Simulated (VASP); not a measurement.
A run of VASP 6.6.1 is set up as follows.

INCAR

```
SYSTEM = Co
PREC = Accurate
ENCUT = 520
EDIFF = 1E-6
ISMEAR = 0
SIGMA = 0.15
LREAL = .False.
LASPH = .True.
NELM = 150
ALGO = Fast
ISIF = 2
LWAVE = .False.
LCHARG = .False.
ISPIN = 2
MAGMOM = 0.275 0.275
LORBIT = 11
NUPDOWN = 0.55
LMAXMIX = 4
GGA = CA
NBANDS = 20
```

KPOINTS

```
regular mesh
0
Gamma
  24 24 12
  0 0 0
```

File POSCAR:

```
Co
1.0
    2.5568267613      0.0000000000      0.0000000000
   -1.2784133806      2.2142769284      0.0000000000
    0.0000000000      0.0000000000      4.1243322745
Co
2
Direct
    0.6666666667      0.3333333333      0.2500000000
    0.3333333333      0.6666666667      0.7500000000
```

Potentials or basis: VASP PAW LDA potentials, release 64 (Co).

Run with:

```sh
$ cat potpaw_LDA.64/Co/POTCAR > POTCAR
$ mpirun -np 1 vasp_std > vasp.out
```

Question: Estimate the pressure.

Answer: -37.5 GPa.

Stress tensor (GPa, compression positive):
```
-37.09   0.00   0.00
  0.00 -37.09   0.00
  0.00   0.00 -38.18
```

Caveat: the cell stands under tension; the total moment is fixed, so each spin has its own Fermi level.
